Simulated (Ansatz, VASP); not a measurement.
**PbS: VASP beside Ansatz**

```xyz
2
Lattice="1.9642 1.1340 3.3128 -1.9642 1.1340 3.3128 0.0000 -2.2680 3.3128" Properties=species:S:1:pos:R:3 pbc="T T T"
Pb    0.0000    0.0000    9.7214
S     0.0000    0.0000    4.7451
```

Alike in both runs: task single point; functional r2SCAN; k mesh 9 × 9 × 9; occupations gaussian, width 0.05 eV; no spin polarisation.

```csv
,VASP,Ansatz
version,VASP 6.6.1,Ansatz 0.2.0
potentials or method,"VASP PAW PBE potentials, release 64 (Pb_d, S), cutoff 520 eV","scalar-relativistic, plane waves, PAW"
valence electrons in the cell,20,20
```

Ansatz gave:

```
pressure (GPa)                                                : 15.7
traceless stress, the component that is largest in VASP (GPa) : -0.67
rms of the force components (eV/Å)                            : 0.010
```

Task: Which values does VASP return?

Result: Pressure (GPa): 15.8; traceless stress, the component that is largest in VASP (GPa): -0.67; rms of the force components (eV/Å): 0.010.

VASP's potentials were made for PBE, not for r2SCAN. Atom by atom the forces differ by 0.000 eV/Å (rms over components). The functional is the same, so the differences come from potentials, cutoffs and numerics.

Neither program's run includes spin-orbit coupling.
